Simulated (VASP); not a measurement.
## TaN: single point with LDA

Crystal: TaN.

```
CELL_PARAMETERS angstrom
5.10078 0.00000 0.00000
-2.55039 4.41740 0.00000
0.00000 0.00000 2.85159
ATOMIC_POSITIONS crystal
Ta 0.33333 0.66667 0.50000
Ta 0.66667 0.33333 0.50000
Ta 0.00000 0.00000 0.00000
N 0.39424 0.00000 0.00000
N 0.60576 0.60576 0.00000
N 0.00000 0.39424 0.00000
```

* Program: VASP 6.6.1
* Task: single point
* Functional: LDA
* Potentials or basis: VASP PAW LDA potentials, release 64 (Ta_pv, N)
* Cutoff: 520 eV
* k mesh: 5 × 5 × 8
* Occupations: fermi-dirac, width 0.1 eV
* Spin: no spin polarisation

```yaml
Pressure: 12.1 GPa
Largest_force: 0.022 eV/Å
Band_gap_on_the_k_mesh: zero (bands 24 and 25 overlap by 3.29 eV)
```

Forces on the atoms (eV/Å):
```
Ta   0.000  0.000  0.000
Ta   0.000  0.000  0.000
Ta   0.000  0.000  0.000
N    0.022  0.000  0.000
N   -0.011 -0.019  0.000
N   -0.011  0.019  0.000
```

Levels at points of the mesh, in eV from the Fermi level:
```csv
k point,band 21,band 22,band 23,band 24,band 25,band 26,band 27,band 28
"(0.00, 0.00, 0.00)",-4.55,-3.51,-2.15,-1.14,-1.14,0.44,0.44,1.83
"(0.00, 0.00, 0.50)",-4.53,-3.20,-3.20,1.90,1.90,2.05,2.21,2.21
```

Run time: 25 s on 1 thread of Intel(R) Xeon(R) 6975P-C (Granite Rapids) (shared host), peak memory 0.18 GiB.

Caveat: the cell stands under pressure; spin-orbit coupling is left out, which moves the levels of the heavy elements.
